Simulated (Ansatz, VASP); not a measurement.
# Two plane-wave programs on BaTiO3

```
CELL_PARAMETERS angstrom
4.01476 0.00000 0.00000
0.00000 4.01476 0.00000
0.00000 0.00000 8.02953
ATOMIC_POSITIONS crystal
Ba 0.00000 0.00000 0.00000
Ba 0.00000 0.00000 0.50000
Ti 0.50000 0.50000 0.25000
Ti 0.50000 0.50000 0.75000
O 0.50000 0.50000 0.00000
O 0.50000 0.50000 0.50000
O 0.00000 0.50000 0.25000
O 0.00000 0.50000 0.75000
O 0.50000 0.00000 0.25000
O 0.50000 0.00000 0.75000
```

Alike in both runs: task single point; functional r2SCAN; k mesh 6 × 6 × 3; occupations methfessel-paxton of order 1, width 0.0173 eV; collinear spin.

```csv
,VASP,Ansatz
version,VASP 6.6.1,Ansatz 0.2.0
potentials or method,"VASP PAW PBE potentials, release 64 (Ba_sv, Ti_sv, O), cutoff 520 eV",PAW plane waves
valence electrons in the cell,80,80
```

VASP gave:

- gap on the k mesh at the Fermi level (eV): 2.11
- pressure (GPa): -0.8
- net moment per atom (μB): 0.00

Estimate Ansatz's values.

gap on the k mesh at the Fermi level (eV): 2.13; pressure (GPa): -2.7; net moment per atom (μB): 0.00.

VASP's potentials were made for PBE, not for r2SCAN. With one functional, cell and mesh, what is left measures potentials, basis and numerics. Ansatz's warnings: no starting moments, stability check not made.

Neither program's run includes spin-orbit coupling.
